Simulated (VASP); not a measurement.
A run of VASP 6.6.1 is set up as follows.

The input INCAR:

```
SYSTEM = TaN
ALGO = Normal
EDIFF = 1E-7
ENCUT = 520
GGA = PE
ISIF = 2
ISMEAR = -1
LASPH = .TRUE.
LCHARG = .FALSE.
LREAL = .FALSE.
LWAVE = .FALSE.
NBANDS = 15
NELM = 100
PREC = Accurate
SIGMA = 0.05
```

KPOINTS

```
k-points
0
G
  10 10 9
  0 0 0
```

POSCAR

```
TaN
1.0
    2.9380011100      0.0000000000      0.0000000000
   -1.4690005500      2.5443836000      0.0000000000
    0.0000000000      0.0000000000      2.8830022100
Ta N
1 1
Direct
    0.3447780000      0.6749950000      0.4832640000
   -0.0141120000      0.0054730000      0.0058730000
```

Potentials or basis: VASP PAW PBE potentials, release 64 (Ta_pv, N).

The run is started by

```console
$ cat potpaw_PBE.64/Ta_pv/POTCAR potpaw_PBE.64/N/POTCAR > POTCAR
$ mpirun -np 1 vasp_std > vasp.out
```

Task: Estimate the largest force.

Result: 1.363 eV/Å.

Task: What does it give for the band gap on the k mesh?

Result: Zero (band 8 reaches 8.35 eV, above the bottom of band 9 at 8.22 eV).

Task: Estimate the pressure.

Result: 7.0 GPa.

Forces in eV/Å, atoms in the order of the input:
```
Ta  -0.960 -0.136  0.958
N    0.960  0.136 -0.958
```

Caveat: the cell differs from its parent crystal (atoms moved at random); spin-orbit coupling is left out, which moves the levels of the heavy elements; forces of over 1 eV/Å act on the atoms, so gaps and moduli don't describe the material at rest.
